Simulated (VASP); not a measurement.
# Cd (P3_121) in VASP: relaxation of cell and atoms with PBE

Aim: the relaxation of cell and atoms of Cd with PBE.

Everything below comes from runs of VASP 6.6.1. Logs are shortened: lines on timing, memory, paths and dates and some standing lists are left out, and cuts for length are marked.

### Step 1. The cell of the first run

Symmetry: P3_121, No. 152, trigonal system. Conventional cell: a = 4.067 Å, b = 4.067 Å, c = 4.615 Å, α = 90.00°, β = 90.00°, γ = 120.00°. Cd (site symmetry 2) has 2 Cd at 2.21 Å within 2.9 Å.

### Step 2. Relaxation of cell and atoms, PBE

The input, INCAR:

```
SYSTEM = Cd
PREC = Accurate ; ENCUT = 600
EDIFF = 1E-6 ; ISMEAR = 0
SIGMA = 0.1 ; LREAL = .FALSE.
LASPH = .TRUE. ; NELM = 100
ALGO = Normal ; ISIF = 3
LWAVE = .FALSE. ; LCHARG = .FALSE.
GGA = PE ; IBRION = 2
NSW = 90 ; EDIFFG = -0.04
```

The input, KPOINTS:

```
Automatic mesh
0
G
  6 6 4
  0 0 0
```

The input, POSCAR:

```
Cd
1.0
    4.0674283230      0.0000000000      0.0000000000
   -2.0337141616      3.5224962558      0.0000000000
    0.0000000000      0.0000000000      4.6146335891
Cd
3
Direct
    0.2254000000      0.0000000000      0.3333333333
    0.0000000000      0.2254000000      0.6666666667
    0.7746000000      0.7746000000      0.0000000000
```

Potentials or basis: VASP PAW PBE potentials, release 64 (Cd).

Launch:

```sh
cat potpaw_PBE.64/Cd/POTCAR > POTCAR
mpirun -np 1 vasp_std > vasp.out
```

OUTCAR:

```text
SYSTEM = Cd
   PREC = Accurate
   ENCUT = 600
   EDIFF = 1E-6
   ISMEAR = 0
   LREAL = .FALSE.
   LASPH = .TRUE.
   NELM = 100
   ISIF = 3
   GGA = PE
   IBRION = 2
   NSW = 90
   EDIFFG = -0.04

 ion  position               nearest neighbor table
   1  0.225  0.000  0.333-   3 2.21   2 2.21   3 3.20   3 3.20   2 3.20   2 3.20   2 3.46   3 3.46

   2  0.000  0.225  0.667-   3 2.21   1 2.21   3 3.20   3 3.20   1 3.20   1 3.20   1 3.46   3 3.46

   3  0.775  0.775  0.000-   1 2.21   2 2.21   2 3.20   1 3.20   1 3.20   2 3.20   1 3.46   2 3.46

  LATTYP: Found a hexagonal cell.
 ALAT       =     4.0674283230
 C/A-ratio  =     1.1345334749

  Lattice vectors:

 A1 = (   4.0674283230,   0.0000000000,   0.0000000000)
 A2 = (  -2.0337141616,   3.5224962558,   0.0000000000)
 A3 = (   0.0000000000,   0.0000000000,   4.6146335891)

Analysis of symmetry for initial positions (statically):
=====================================================================
 Subroutine PRICEL returns:
 Original cell was already a primitive cell.

 Routine SETGRP: Setting up the symmetry group for a
 hexagonal supercell.

 Subroutine GETGRP returns: Found  6 space group operations
 (whereof  2 operations were pure point group operations)
 out of a pool of 24 trial point group operations.

The static configuration has the point symmetry C_2 .
 The point group associated with its full space group is D_3 .

Analysis of symmetry for dynamics (positions and initial velocities):
=====================================================================
 Subroutine PRICEL returns:
 Original cell was already a primitive cell.

 Routine SETGRP: Setting up the symmetry group for a
 hexagonal supercell.

 Subroutine GETGRP returns: Found  6 space group operations
 (whereof  2 operations were pure point group operations)
 out of a pool of 24 trial point group operations.

The dynamic configuration has the point symmetry C_2 .
 The point group associated with its full space group is D_3 .

 Subroutine INISYM returns: Found  6 space group operations
 (whereof  2 operations are pure point group operations),
 and found     1 'primitive' translations

----------------------------------------------------------------------------------------

                                     Primitive cell

  volume of cell :      66.1162

  direct lattice vectors                    reciprocal lattice vectors
     4.067428323  0.000000000  0.000000000     0.245855592  0.141944792  0.000000000
    -2.033714162  3.522496256  0.000000000     0.000000000  0.283889585  0.000000000
     0.000000000  0.000000000  4.614633589     0.000000000  0.000000000  0.216701929

  length of vectors
     4.067428323  4.067428323  4.614633589     0.283889585  0.283889585  0.216701929

  position of ions in fractional coordinates (direct lattice)
     0.225400000  0.000000000  0.333333333
     0.000000000  0.225400000  0.666666667
     0.774600000  0.774600000  0.000000000

  ion indices of the primitive-cell ions
   primitive index   ion index
                 1           1
                 2           2
                 3           3

----------------------------------------------------------------------------------------

 KPOINTS: Automatic mesh

Automatic generation of k-mesh.
 Grid dimensions read from file:
 generate k-points for:    6    6    4

 Generating k-lattice:

  Cartesian coordinates                     Fractional coordinates (reciprocal lattice)
     0.040975932  0.023657465  0.000000000     0.166666667  0.000000000  0.000000000
     0.000000000  0.047314931  0.000000000     0.000000000  0.166666667  0.000000000
     0.000000000  0.000000000  0.054175482     0.000000000  0.000000000  0.250000000

  Length of vectors
     0.047314931  0.047314931  0.054175482

  Shift w.r.t. Gamma in fractional coordinates (k-lattice)
     0.000000000  0.000000000  0.000000000

 Subroutine IBZKPT returns following result:
 ===========================================

 Found     24 irreducible k-points:

 Following reciprocal coordinates:
            Coordinates               Weight
  0.000000  0.000000  0.000000      1.000000
  0.166667  0.000000  0.000000      6.000000
  0.333333 -0.000000  0.000000      6.000000
  0.500000  0.000000  0.000000      3.000000
  0.166667  0.166667  0.000000      6.000000
  0.333333  0.166667  0.000000     12.000000
[... 16 lines left out ...]
  0.333333  0.166667  0.500000     12.000000
  0.333333  0.333333  0.500000      2.000000
   k-points           NKPTS =     24   k-points in BZ     NKDIM =     24   number of bands    NBANDS=     22
   number of dos      NEDOS =    301   number of ions     NIONS =      3
   total plane-waves  NPLWV =  40960
   dimension x,y,z NGX =    32 NGY =   32 NGZ =   40
   dimension x,y,z NGXF=    64 NGYF=   64 NGZF=   80
   ions per type =               3
   NGX,Y,Z   is equivalent  to a cutoff of  13.08, 13.08, 14.41 a.u.
   NGXF,Y,Z  is equivalent  to a cutoff of  26.16, 26.16, 28.82 a.u.
 SYSTEM =  Cd
   PREC   = accura    normal or accurate (medium, high low for compatibility)
   ISTART =      0    job   : 0-new  1-cont  2-samecut
   ICHARG =      2    charge: 1-file 2-atom 10-const
   ISPIN  =      1    spin polarized calculation?
   LNONCOLLINEAR =      F non collinear calculations
   LSORBIT =      F    spin-orbit coupling
   LASPH  =      T    aspherical Exc in radial PAW
   ENCUT  =  600.0 eV  44.10 Ry    6.64 a.u.   8.12  8.12  9.22*2*pi/ulx,y,z
   NELM   =    100;   NELMIN=  2; NELMDL= -5     # of ELM steps
   EDIFF  = 0.1E-05   stopping-criterion for ELM
   LREAL  =      F    real-space projection
   EDIFFG = -.4E-01   stopping-criterion for IOM
   NSW    =     90    number of steps for IOM
   IBRION =      2    ionic relax: 0-MD 1-quasi-New 2-CG
   NFREE  =      1    steps in history (QN), initial steepest desc. (CG)
   ISIF   =      3    stress and relaxation
   ISYM   =      2    0-nonsym 1-usesym 2-fastsym
   POTIM  = 0.5000    time-step for ionic-motion
   TEBEG  =    0.0;   TEEND  =   0.0 temperature during run
   PSTRESS=    0.0 pullay stress
   NELECT =      36.0000    total number of electrons
   NUPDOWN=      -1.0000    fix difference up-down
   EMIN   =  10.00;   EMAX   =-10.00  energy-range for DOS
   EFERMI =   0.00;   METHOD = LEGACY
   ISMEAR =     0;   SIGMA  =   0.10  broadening in eV -4-tet -1-fermi 0-gaus
   EFERMI_NEDOS =   21; number of points for ismear=-14 and -15
   IALGO  =     38    algorithm
   IMIX   =      4    mixing-type and parameters
     AMIX     =   0.40;   BMIX     =  1.00
     AMIX_MAG =   1.60;   BMIX_MAG =  1.00
  volume/ion in A,a.u.               =      22.04       148.72
  Fermi-wavevector in a.u.,A,eV,Ry     =   1.336821  2.526225 24.314824  1.787089
  Thomas-Fermi vector in A             =   2.465417
   LORBIT       =      0    0 simple, 1 ext, 2 COOP (PROOUT), +10 PAW based schemes
   GGA     = PE    functional components
   LHFCALC =     F    Hartree Fock is set to
   AEXX    =    0.0000 exact exchange contribution
   IVDW    =     0    specifies the selected vdW correction
   LEPSILON=     F    determine dielectric tensor
   LRPA    =     F    only Hartree local field effects (RPA)
 conjugate gradient relaxation of ions
 non-spin polarized calculation
 Gauss-broadening in eV      SIGMA  =   0.10
  energy-cutoff  :      600.00
  volume of cell :       66.12
 maximum number of plane-waves:      2226
   NGX = 17   NGY = 17   NGZ = 19

--------------------------------------- Ionic step        1  -------------------------------------------

 number of electron      35.9999999 magnetization

 Free energy of the ion-electron system (eV)
  ---------------------------------------------------
  ext. energy  EPLUGINS =         0.00000000
  ---------------------------------------------------
  free energy    TOTEN  =         3.12579229 eV

  energy without entropy =        3.13386496  energy(sigma->0) =        3.12982862

------------------------ aborting loop because EDIFF is reached ----------------------------------------

  FORCE on cell =-STRESS in cart. coord.  units (eV):
  Direction    XX          YY          ZZ          XY          YZ          ZX
  --------------------------------------------------------------------------------------
  -------------------------------------------------------------------------------------
  Total       13.8536142     13.8536142     24.9398362     -0.0000000      0.0000000      0.0000000
  in kB      335.7113309    335.7113309    604.3611064     -0.0000000      0.0000000      0.0000000
  external PRESSURE =     425.2612561 kB  Pullay stress =       0.0000000 kB
[... 92 lines left out ...]
  FREE ENERGIE OF THE ION-ELECTRON SYSTEM (eV)
  ---------------------------------------------------
  free  energy   TOTEN  =        -0.8796282187 eV

  energy  without entropy=       -0.8670423294  energy(sigma->0) =       -0.87333527

 E-fermi :  -0.5246     XC(G=0):  -7.7611

 val. band max:       -0.5642035626   @ k =   0.0000   0.3333   0.2500
 cond. band min:      -0.4868534376   @ k =   0.1667   0.1667   0.5000
 fundamental gap:      0.0773501249
 Fermi energy:        -0.5246055129

 k-point     1 :       0.0000    0.0000    0.0000
  band No.  band energies     occupation
      1      -9.0376      2.00000
      2      -9.0376      2.00000
      3      -8.8120      2.00000
      4      -8.8120      2.00000
      5      -8.7947      2.00000
      6      -8.7910      2.00000
[... 574 lines left out ...]
      6      -8.7621      2.00000
[... 14 lines left out ...]
     21      -0.4246      0.15715
     22       6.1681      0.00000

 E-fermi :   1.7884     XC(G=0): -10.0305

 val. band max:        1.4613688241   @ k =   0.3333  -0.0000   0.5000
 cond. band min:       1.7903651075   @ k =   0.3333  -0.0000   0.0000
 fundamental gap:      0.3289962834
 Fermi energy:         1.7883788757

 k-point     1 :       0.0000    0.0000    0.0000
  band No.  band energies     occupation
      1      -7.8852      2.00000
      2      -7.8852      2.00000
      3      -7.3491      2.00000
      4      -7.3491      2.00000
      5      -7.2299      2.00000
      6      -7.2110      2.00000
[... 574 lines left out ...]
      6      -7.1458      2.00000
[... 14 lines left out ...]
     21       0.8565      2.00000
     22      11.1676      0.00000

[... ionic steps 4 to 12 ...]

--------------------------------------- Ionic step       13  -------------------------------------------

 number of electron      36.0000009 magnetization

------------------------ aborting loop because EDIFF is reached ----------------------------------------

  FORCE on cell =-STRESS in cart. coord.  units (eV):
  Direction    XX          YY          ZZ          XY          YZ          ZX
  --------------------------------------------------------------------------------------
  -------------------------------------------------------------------------------------
  Total       -0.1981967     -0.1981967      0.0925483      0.0000000     -0.0000000      0.0000000
  in kB       -3.9123777     -3.9123777      1.8268916      0.0000000     -0.0000000      0.0000000
  external PRESSURE =      -1.9992880 kB  Pullay stress =       0.0000000 kB
[... 59 lines left out ...]
  energy  without entropy=       -1.9447006389  energy(sigma->0) =       -1.94587718

--------------------------------------- Ionic step       15  -------------------------------------------

 number of electron      36.0000003 magnetization

 Free energy of the ion-electron system (eV)
  ---------------------------------------------------
  ext. energy  EPLUGINS =         0.00000000
  ---------------------------------------------------
  free energy    TOTEN  =        -1.95059969 eV

  energy without entropy =       -1.94807633  energy(sigma->0) =       -1.94933801

 E-fermi :   1.4860     XC(G=0):  -9.8621

 val. band max:        1.4840146395   @ k =   0.3333  -0.0000   0.0000
 cond. band min:       1.9077073608   @ k =   0.3333   0.1667   0.2500
 fundamental gap:      0.4236927213
 Fermi energy:         1.4859737637

 k-point     1 :       0.0000    0.0000    0.0000
  band No.  band energies     occupation
      1      -7.9451      2.00000
      2      -7.9451      2.00000
      3      -7.4556      2.00000
      4      -7.4556      2.00000
      5      -7.3366      2.00000
      6      -7.3332      2.00000
[... 619 lines left out ...]
  FREE ENERGIE OF THE ION-ELECTRON SYSTEM (eV)
  ---------------------------------------------------
  free  energy   TOTEN  =        -1.9505996869 eV

  energy  without entropy=       -1.9480763306  energy(sigma->0) =       -1.94933801

 reached required accuracy - stopping structural energy minimisation
```

Run time: 4.5 min. Hardware: 1 thread of Intel Xeon Platinum 8259CL at 2.50GHz (Skylake/Cascade Lake), shared host; peak memory 0.22 GiB.

Results:

| Item | Value |
| --- | --- |
| Free energy | -1.9506 eV |
| Relaxed volume | 26.76 Å³/atom |
| Relaxed cell | a = 4.042 Å, b = 4.042 Å, c = 5.676 Å, α = 90.00°, β = 90.00°, γ = 120.00° |
| Space group after relaxing (to 0.05 Å) | R-3m (No. 166) |
| Energy gained by relaxing | 1692.1 meV/atom |
| Ionic steps | 15 |
| Pressure after relaxing | 0.0 GPa |
| Largest force after relaxing | 0.031 eV/Å |
| Band gap on the k mesh | zero (band 18 reaches 4.34 eV, above the bottom of band 19 at -0.55 eV) |

Forces on the atoms (eV/Å):
```
Cd  -0.031  0.000  0.000
Cd   0.016 -0.027  0.000
Cd   0.016  0.027  0.000
```

Step by step:
```csv
step,energy change (eV),largest force (eV/Å),pressure (GPa),volume (Å³)
1,0.0000,9.7087,42.53,66.12
2,-3.9050,0.0163,-2.68,138.50
3,-4.0054,0.0034,-3.13,132.97
4,-4.1257,0.0068,-3.52,127.31
5,-4.7581,0.5702,-1.58,93.51
6,-4.7590,0.5135,-1.83,94.52
7,-4.8401,0.5106,-1.46,90.74
8,-4.9887,0.3995,0.98,79.98
9,-4.9902,0.3396,2.12,77.24
10,-5.0350,0.1195,1.74,77.38
11,-5.0490,0.1381,1.51,77.54
12,-5.0700,0.0873,-0.18,81.05
13,-5.0700,0.0853,-0.20,81.16
14,-5.0728,0.0701,-0.16,80.91
15,-5.0764,0.0310,-0.02,80.29
```

Final structure:
```yaml
crystal:
  lattice:
    - [4.04168, 0.00000, 0.00000]
    - [-2.02084, 3.50020, 0.00000]
    - [0.00000, 0.00000, 5.67564]
  atoms:
    - { symbol: Cd, position: [0.33606, 0.00000, 0.33333] }
    - { symbol: Cd, position: [0.00000, 0.33606, 0.66667] }
    - { symbol: Cd, position: [0.66394, 0.66394, 0.00000] }
```

Caveat: the volume moved by over 15 % at a fixed basis, so the end points are rough.
